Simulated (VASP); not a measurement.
# Fe (Im-3m) in VASP: notebook, part 2 of 2

VASP 6.6.1.

## (4) Single point, PBE

This run uses another cell than the first one, of 10.30 Å³/atom, 1.043 times its volume.

The input, INCAR:

```
  PREC = Accurate
  ENCUT = 520
  EDIFF = 1E-6
  ISMEAR = -1
  SIGMA = 0.06122561905347299
  LREAL = False
  LASPH = True
  NELM = 80
  ALGO = Normal
  ISIF = 2
  LWAVE = False
  LCHARG = False
  GGA = PE
  NBANDS = 10
```

The input, KPOINTS:

```
regular mesh
0
Gamma
  19 19 19
```

The input, POSCAR:

```
Fe
1.0
   -1.3704831148      1.3704831148      1.3704831148
    1.3704831148     -1.3704831148      1.3704831148
    1.3704831148      1.3704831148     -1.3704831148
Fe
1
Direct
    0.0000000000      0.0000000000      0.0000000000
```

Potentials or basis: VASP PAW PBE potentials, release 64 (Fe).

On the command line:

```sh
> cat potpaw_PBE.64/Fe/POTCAR > POTCAR
> mpirun -np 1 vasp_std > vasp.out
```

OUTCAR:

```text
PREC = Accurate
   ENCUT = 520
   EDIFF = 1E-6
   ISMEAR = -1
   LREAL = False
   LASPH = True
   NELM = 80
   ISIF = 2
   GGA = PE

 ion  position               nearest neighbor table
   1  0.000  0.000  0.000-

  LATTYP: Found a body centered cubic cell.
 ALAT       =     2.7409662296

  Lattice vectors:

 A1 = (  -1.3704831148,   1.3704831148,   1.3704831148)
 A2 = (   1.3704831148,  -1.3704831148,   1.3704831148)
 A3 = (   1.3704831148,   1.3704831148,  -1.3704831148)

Analysis of symmetry for initial positions (statically):
=====================================================================
 Subroutine PRICEL returns:
 Original cell was already a primitive cell.

 Routine SETGRP: Setting up the symmetry group for a
 body centered cubic supercell.

 Subroutine GETGRP returns: Found 48 space group operations
 (whereof 48 operations were pure point group operations)
 out of a pool of 48 trial point group operations.

The static configuration has the point symmetry O_h .

Analysis of symmetry for dynamics (positions and initial velocities):
=====================================================================
 Subroutine PRICEL returns:
 Original cell was already a primitive cell.

 Routine SETGRP: Setting up the symmetry group for a
 body centered cubic supercell.

 Subroutine GETGRP returns: Found 48 space group operations
 (whereof 48 operations were pure point group operations)
 out of a pool of 48 trial point group operations.

The dynamic configuration has the point symmetry O_h .

 Subroutine INISYM returns: Found 48 space group operations
 (whereof 48 operations are pure point group operations),
 and found     1 'primitive' translations

----------------------------------------------------------------------------------------

                                     Primitive cell

  volume of cell :      10.2963

  direct lattice vectors                    reciprocal lattice vectors
    -1.370483115  1.370483115  1.370483115     0.000000000  0.364834849  0.364834849
     1.370483115 -1.370483115  1.370483115     0.364834849  0.000000000  0.364834849
     1.370483115  1.370483115 -1.370483115     0.364834849  0.364834849  0.000000000

  length of vectors
     2.373746386  2.373746386  2.373746386     0.515954391  0.515954391  0.515954391

  position of ions in fractional coordinates (direct lattice)
     0.000000000  0.000000000  0.000000000

  ion indices of the primitive-cell ions
   primitive index   ion index
                 1           1

----------------------------------------------------------------------------------------

 KPOINTS: regular mesh

Automatic generation of k-mesh.
 Grid dimensions read from file:
 generate k-points for:   19   19   19

 Generating k-lattice:

  Cartesian coordinates                     Fractional coordinates (reciprocal lattice)
     0.000000000  0.019201834  0.019201834     0.052631579  0.000000000  0.000000000
     0.019201834  0.000000000  0.019201834     0.000000000  0.052631579  0.000000000
     0.019201834  0.019201834  0.000000000     0.000000000  0.000000000  0.052631579

  Length of vectors
     0.027155494  0.027155494  0.027155494

  Shift w.r.t. Gamma in fractional coordinates (k-lattice)
     0.000000000  0.000000000  0.000000000

 Subroutine IBZKPT returns following result:
 ===========================================

 Found    220 irreducible k-points:

 Following reciprocal coordinates:
            Coordinates               Weight
  0.000000  0.000000  0.000000      1.000000
  0.052632  0.000000  0.000000     12.000000
  0.105263  0.000000  0.000000     12.000000
  0.157895  0.000000  0.000000     12.000000
  0.210526  0.000000  0.000000     12.000000
  0.263158  0.000000  0.000000     12.000000
[... 16 lines left out ...]
  0.263158  0.105263  0.000000     48.000000
  0.315789  0.105263  0.000000     48.000000
 [... further k-points ...]
   k-points           NKPTS =    220   k-points in BZ     NKDIM =    220   number of bands    NBANDS=     10
   number of dos      NEDOS =    301   number of ions     NIONS =      1
   total plane-waves  NPLWV =   5832
   dimension x,y,z NGX =    18 NGY =   18 NGZ =   18
   dimension x,y,z NGXF=    36 NGYF=   36 NGZF=   36
   ions per type =               1
   NGX,Y,Z   is equivalent  to a cutoff of  12.61, 12.61, 12.61 a.u.
   NGXF,Y,Z  is equivalent  to a cutoff of  25.21, 25.21, 25.21 a.u.
 SYSTEM =  unknown system
   PREC   = accura    normal or accurate (medium, high low for compatibility)
   ISTART =      0    job   : 0-new  1-cont  2-samecut
   ICHARG =      2    charge: 1-file 2-atom 10-const
   ISPIN  =      1    spin polarized calculation?
   LNONCOLLINEAR =      F non collinear calculations
   LSORBIT =      F    spin-orbit coupling
   LASPH  =      T    aspherical Exc in radial PAW
   ENCUT  =  520.0 eV  38.22 Ry    6.18 a.u.   4.41  4.41  4.41*2*pi/ulx,y,z
   NELM   =     80;   NELMIN=  2; NELMDL= -5     # of ELM steps
   EDIFF  = 0.1E-05   stopping-criterion for ELM
   LREAL  =      F    real-space projection
   EDIFFG = 0.1E-04   stopping-criterion for IOM
   NSW    =      0    number of steps for IOM
   IBRION =     -1    ionic relax: 0-MD 1-quasi-New 2-CG
   NFREE  =      0    steps in history (QN), initial steepest desc. (CG)
   ISIF   =      2    stress and relaxation
   ISYM   =      2    0-nonsym 1-usesym 2-fastsym
   POTIM  = 0.5000    time-step for ionic-motion
   TEBEG  =    0.0;   TEEND  =   0.0 temperature during run
   PSTRESS=    0.0 pullay stress
   NELECT =       8.0000    total number of electrons
   NUPDOWN=      -1.0000    fix difference up-down
   EMIN   =  10.00;   EMAX   =-10.00  energy-range for DOS
   EFERMI =   0.00;   METHOD = LEGACY
   ISMEAR =    -1;   SIGMA  =   0.06  broadening in eV -4-tet -1-fermi 0-gaus
   EFERMI_NEDOS =   21; number of points for ismear=-14 and -15
   IALGO  =     38    algorithm
   IMIX   =      4    mixing-type and parameters
     AMIX     =   0.40;   BMIX     =  1.00
     AMIX_MAG =   1.60;   BMIX_MAG =  1.00
  volume/ion in A,a.u.               =      10.30        69.48
  Fermi-wavevector in a.u.,A,eV,Ry     =   1.505028  2.844090 30.818668  2.265108
  Thomas-Fermi vector in A             =   2.615930
   LORBIT       =      0    0 simple, 1 ext, 2 COOP (PROOUT), +10 PAW based schemes
   GGA     = PE    functional components
   LHFCALC =     F    Hartree Fock is set to
   AEXX    =    0.0000 exact exchange contribution
   IVDW    =     0    specifies the selected vdW correction
   LEPSILON=     F    determine dielectric tensor
   LRPA    =     F    only Hartree local field effects (RPA)
 non-spin polarized calculation
  energy-cutoff  :      520.00
  volume of cell :       10.30
 maximum number of plane-waves:       285
 NGX is ok and might be reduce to    18
   NGX =  9   NGY =  9   NGZ =  9

 number of electron       7.9999991 magnetization

 Free energy of the ion-electron system (eV)
  ---------------------------------------------------
  ext. energy  EPLUGINS =         0.00000000
  ---------------------------------------------------
  free energy    TOTEN  =        -7.78167622 eV

  energy without entropy =       -7.74180533  energy(sigma->0) =       -7.76174078

 E-fermi :   6.9485     XC(G=0): -13.7261

 val. band max:        6.9478160286   @ k =   0.3684   0.2632   0.0000
 cond. band min:       6.9561887063   @ k =   0.2105   0.0000   0.0000
 fundamental gap:      0.0083726777
 Fermi energy:         6.9485254717

 k-point     1 :       0.0000    0.0000    0.0000
  band No.  band energies     occupation
      1      -2.0596      2.00000
      2       5.1063      2.00000
      3       5.1063      2.00000
      4       5.1063      2.00000
      5       6.8940      1.41802
      6       6.8940      1.41801
      7      32.7913      0.00000
      8      32.7913      0.00000
      9      32.7913      0.00000
     10      38.7096      0.00000

 k-point     2 :       0.0526    0.0000    0.0000
  band No.  band energies     occupation
      1      -1.9350      2.00000
      2       5.0669      2.00000
      3       5.1019      2.00000
      4       5.1797      2.00000
      5       6.8519      1.65786
      6       6.8971      1.39658
      7      32.1013      0.00000
      8      32.6537      0.00000
      9      32.7561      0.00000
     10      38.3162      0.00000
[... 274 lines left out ...]
 k-point    24 :       0.3158    0.1053    0.0000
  band No.  band energies     occupation
      1       2.0243      2.00000
      2       3.9941      2.00000
      3       5.1203      2.00000
      4       6.7233      1.95073
      5       7.2298      0.02001
      6       8.3628      0.00000
      7      19.0088      0.00000
      8      25.1919      0.00000
      9      29.0210      0.00000
     10      33.4670      0.00000

 [... further k-points ...]
[... 5 lines left out ...]
  --------------------------------------------------------------------------------------
  -------------------------------------------------------------------------------------
  Total        0.3202027      0.3202027      0.3202027      0.0000000     -0.0000000      0.0000000
  in kB       49.8258287     49.8258287     49.8258287      0.0000000     -0.0000000      0.0000000
  external PRESSURE =      49.8258287 kB  Pullay stress =       0.0000000 kB

 VOLUME and BASIS-vectors are now :
 -----------------------------------------------------------------------------
  energy-cutoff  :      520.00
  volume of cell :       10.30
      direct lattice vectors                 reciprocal lattice vectors
    -1.370483115  1.370483115  1.370483115     0.000000000  0.364834849  0.364834849
     1.370483115 -1.370483115  1.370483115     0.364834849  0.000000000  0.364834849
     1.370483115  1.370483115 -1.370483115     0.364834849  0.364834849  0.000000000

 POSITION                                       TOTAL-FORCE (eV/Angst)
 -----------------------------------------------------------------------------------
      0.00000      0.00000      0.00000        -0.000000      0.000000      0.000000
 -----------------------------------------------------------------------------------
    total drift:                                0.000000      0.000000     -0.000000

  FREE ENERGIE OF THE ION-ELECTRON SYSTEM (eV)
  ---------------------------------------------------
  free  energy   TOTEN  =        -7.7816762232 eV

  energy  without entropy=       -7.7418053294  energy(sigma->0) =       -7.76174078
```

OSZICAR:

```text
N       E                     dE             d eps       ncg     rms          rms(c)
DAV:   1     0.166891855306E+02    0.16689E+02   -0.44790E+03  4656   0.107E+03
DAV:   2    -0.873120228991E+01   -0.25420E+02   -0.24287E+02  4458   0.134E+02
DAV:   3    -0.922096584615E+01   -0.48976E+00   -0.48450E+00  4856   0.230E+01
DAV:   4    -0.922295419704E+01   -0.19884E-02   -0.19880E-02  4748   0.133E+00
DAV:   5    -0.922296813173E+01   -0.13935E-04   -0.13934E-04  4774   0.110E-01    0.122E+01
DAV:   6    -0.788290088590E+01    0.13401E+01   -0.10920E+01  4736   0.520E+01    0.187E+00
DAV:   7    -0.780023842472E+01    0.82662E-01   -0.51910E-01  4840   0.110E+01    0.989E-01
DAV:   8    -0.778477627128E+01    0.15462E-01   -0.12703E-02  6546   0.109E+00    0.340E-01
DAV:   9    -0.778167836412E+01    0.30979E-02   -0.16707E-03  5344   0.330E-01    0.601E-02
DAV:  10    -0.778168278682E+01   -0.44227E-05   -0.61906E-06  4930   0.324E-02    0.237E-02
DAV:  11    -0.778167612076E+01    0.66661E-05   -0.25690E-07  2578   0.676E-03    0.133E-03
DAV:  12    -0.778167622317E+01   -0.10241E-06   -0.49655E-09  2294   0.867E-04
   1 F= -.77816762E+01 E0= -.77617408E+01  d E =-.398709E-01
```

stdout:

```text
POSCAR found type information on POSCAR Fe
 POSCAR found :  1 types and       1 ions
 scaLAPACK will be used
 LDA part: xc-table for (Slater+PW92), standard interpolation
 POSCAR, INCAR and KPOINTS ok, starting setup
 FFT: planning ... GRIDC
 FFT: planning ... GRID_SOFT
 FFT: planning ... GRID
 WAVECAR not read
 entering main loop
```

It took 21 s on 1 thread of Intel Xeon Platinum 8259CL at 2.50GHz (Skylake/Cascade Lake), shared host; peak memory 0.13 GiB.

What came out:

| Property | Result |
| --- | --- |
| Free energy | -7.7817 eV |
| Pressure | 5.0 GPa |
| Band gap on the k mesh | zero (band 4 reaches 7.95 eV, above the bottom of band 5 at 5.77 eV) |

Caveat: the run has no spin polarisation, though such a crystal can be magnetic. Spin polarisation is off, so any magnetic state and its effect on volume and gap are missing.

## (5) Single point, PBE

This run uses another cell than the first one, of 10.51 Å³/atom, 1.064 times its volume.

Edit INCAR of step 4 so:

```diff
@@ -7,3 +7,3 @@
   LASPH = True
-  NELM = 80
+  NELM = 60
   ALGO = Normal
```

KPOINTS is that of step 4.

The input, POSCAR:

```
Fe
1.0
   -1.3797434168      1.3797434168      1.3797434168
    1.3797434168     -1.3797434168      1.3797434168
    1.3797434168      1.3797434168     -1.3797434168
Fe
1
Direct
    0.0000000000      0.0000000000      0.0000000000
```

Potentials or basis: VASP PAW PBE potentials, release 64 (Fe).

On the command line:

```sh
> cat potpaw_PBE.64/Fe/POTCAR > POTCAR
> mpirun -np 1 vasp_std > vasp.out
```

OUTCAR:

```text
PREC = Accurate
   ENCUT = 520
   EDIFF = 1E-6
   ISMEAR = -1
   LREAL = False
   LASPH = True
   NELM = 60
   ISIF = 2
   GGA = PE

 ion  position               nearest neighbor table
   1  0.000  0.000  0.000-

  LATTYP: Found a body centered cubic cell.
 ALAT       =     2.7594868336

  Lattice vectors:

 A1 = (  -1.3797434168,   1.3797434168,   1.3797434168)
 A2 = (   1.3797434168,  -1.3797434168,   1.3797434168)
[... 481 lines left out ...]
  band No.  band energies     occupation
      1       1.8987      2.00000
      2       3.8505      2.00000
      3       4.9339      2.00000
      4       6.5010      1.94482
      5       6.9914      0.02314
      6       8.0941      0.00000
      7      18.5669      0.00000
      8      24.7389      0.00000
      9      28.4679      0.00000
     10      32.9256      0.00000

 [... further k-points ...]
[... 5 lines left out ...]
  --------------------------------------------------------------------------------------
  -------------------------------------------------------------------------------------
  Total       -0.0390064     -0.0390064     -0.0390064      0.0000000      0.0000000      0.0000000
  in kB       -5.9482852     -5.9482852     -5.9482852      0.0000000      0.0000000      0.0000000
  external PRESSURE =      -5.9482852 kB  Pullay stress =       0.0000000 kB

 VOLUME and BASIS-vectors are now :
 -----------------------------------------------------------------------------
  energy-cutoff  :      520.00
  volume of cell :       10.51
      direct lattice vectors                 reciprocal lattice vectors
    -1.379743417  1.379743417  1.379743417     0.000000000  0.362386219  0.362386219
     1.379743417 -1.379743417  1.379743417     0.362386219  0.000000000  0.362386219
     1.379743417  1.379743417 -1.379743417     0.362386219  0.362386219  0.000000000

 POSITION                                       TOTAL-FORCE (eV/Angst)
 -----------------------------------------------------------------------------------
      0.00000      0.00000      0.00000        -0.000000     -0.000000     -0.000000
 -----------------------------------------------------------------------------------
    total drift:                                0.000000      0.000000      0.000000

  FREE ENERGIE OF THE ION-ELECTRON SYSTEM (eV)
  ---------------------------------------------------
  free  energy   TOTEN  =        -7.7844478376 eV

  energy  without entropy=       -7.7433134867  energy(sigma->0) =       -7.76388066
```

It took 24 s on 1 thread of Intel Xeon Platinum 8259CL at 2.50GHz (Skylake/Cascade Lake), shared host; peak memory 0.14 GiB.

Results:

```
Free energy            : -7.7844 eV
Pressure               : -0.6 GPa
Band gap on the k mesh : zero (band 4 reaches 7.69 eV, above the bottom of band 5 at 5.58 eV)
```

Levels at points of the mesh, in eV from the Fermi level:
```
           k point  band 1  band 2  band 3  band 4  band 5  band 6  band 7  band 8
(0.00, 0.00, 0.00)   -8.89   -1.79   -1.79   -1.79   -0.05   -0.05   25.64   25.64
```

Caveat: the run has no spin polarisation, though such a crystal can be magnetic. Spin polarisation is off, so any magnetic state and its effect on volume and gap are missing.

## (6) Summary

| cell | gap on the mesh (eV) | pressure (GPa) |
| --- | --- | --- |
| a = 2.341 Å, angles 109.5°, 1 atom | none | 18.2 |
| a = 2.357 Å, angles 109.5°, 1 atom | none | 11.2 |
| a = 2.374 Å, angles 109.5°, 1 atom | none | 5.0 |
| a = 2.390 Å, angles 109.5°, 1 atom | none | -0.6 |

Alike in all rows: task single point; level PBE; potentials or basis VASP PAW PBE potentials, release 64 (Fe); no spin polarisation; k mesh 19 × 19 × 19; cutoff (eV) 520; smearing fermi-dirac 0.0612256 eV.

Caveats: the run has no spin polarisation, though such a crystal can be magnetic.

Total energies depend on the potentials used, so only differences within one code and one set of settings carry meaning.
